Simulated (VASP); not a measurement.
## Pd: single point with PBE

Pd:

```
Pd
1.0
     2.65003    0.00000    0.00000
     0.00000    2.65003    0.00000
     0.00000    0.00000    2.65003
Pd
1
Cartesian
  0.0000 0.0000 0.0000
```

This cell differs from its parent crystal: volume scaled by 1.04.

- Program: VASP 6.6.1
- Task: single point
- Functional: PBE
- Potentials or basis: VASP PAW PBE potentials, release 64 (Pd)
- Cutoff: 520 eV
- k mesh: 13 × 13 × 13
- Occupations: fermi-dirac, width 0.1 eV
- Spin: no spin polarisation
- Dipole correction: no
- Further INCAR settings: ALGO = Normal; EDIFF = 1e-06; NBANDS = 11

The pressure is -4.6 GPa and the band gap on the k mesh is zero (band 5 reaches 7.57 eV, above the bottom of band 6 at 6.02 eV).

Levels at points of the mesh, in eV from the Fermi level:
```csv
k point,band 1,band 2,band 3,band 4,band 5,band 6,band 7,band 8,band 9,band 10
"(0.00, 0.00, 0.00)",-5.67,-4.22,-4.22,-0.05,-0.05,-0.05,16.10,16.10,16.10,22.15
```

It took 4.6 s on 1 thread of Intel(R) Xeon(R) 6975P-C (Granite Rapids), with other jobs on the host, peak memory 0.13 GiB.
